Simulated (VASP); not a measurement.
Write the native input for VASP 6.6.1 that does the following.

| Quantity | Value |
| --- | --- |
| Task | single point |
| Functional | RPBE |
| Potentials or basis | VASP PAW PBE potentials, release 64 (Se) |
| Cutoff | 520 eV |
| k mesh | 11 × 11 × 9 |
| Occupations | fermi-dirac, width 0.1 eV |
| Spin | no spin polarisation |
| Dipole correction | no |
| Further INCAR settings | ALGO = Normal; EDIFF = 1e-07; NBANDS = 13 |

The structure of Se lies in POSCAR:

```
Se
1.0
    3.7652835053      0.0000000000      0.0000000000
   -1.8826417527      3.2608311680      0.0000000000
    0.0000000000      0.0000000000      3.9102686177
Se
2
Direct
    0.3333333333      0.6666666667      0.2500000000
    0.6666666667      0.3333333333      0.7500000000
```

This isn't the form of Se at room conditions, which is trigonal, of chains.

One way to write it, as run:

INCAR

```
SYSTEM = Se
  PREC = Accurate
  ENCUT = 520
  EDIFF = 1E-7
  ISMEAR = -1
  SIGMA = 0.1
  LREAL = .False.
  LASPH = .True.
  NELM = 60
  ALGO = Normal
  ISIF = 2
  LWAVE = .False.
  LCHARG = .False.
  GGA = RP
  NBANDS = 13
```

KPOINTS

```
regular mesh
0
Gamma
  11 11 9
  0 0 0
```

Potentials or basis: VASP PAW PBE potentials, release 64 (Se).

Command:

```console
$ cat potpaw_PBE.64/Se/POTCAR > POTCAR
$ mpirun -np 1 vasp_std > vasp.out
```

Results of the run:

```
Pressure               : -2.2 GPa
Band gap on the k mesh : zero (bands 6 and 7 overlap by 1.90 eV)
```

Caveat: the PAW data sets were made with another functional, which shifts forces and pressure a little.

It took 15 s on 1 thread of Intel(R) Xeon(R) 6975P-C (Granite Rapids), on a shared host, peak memory 0.18 GiB.
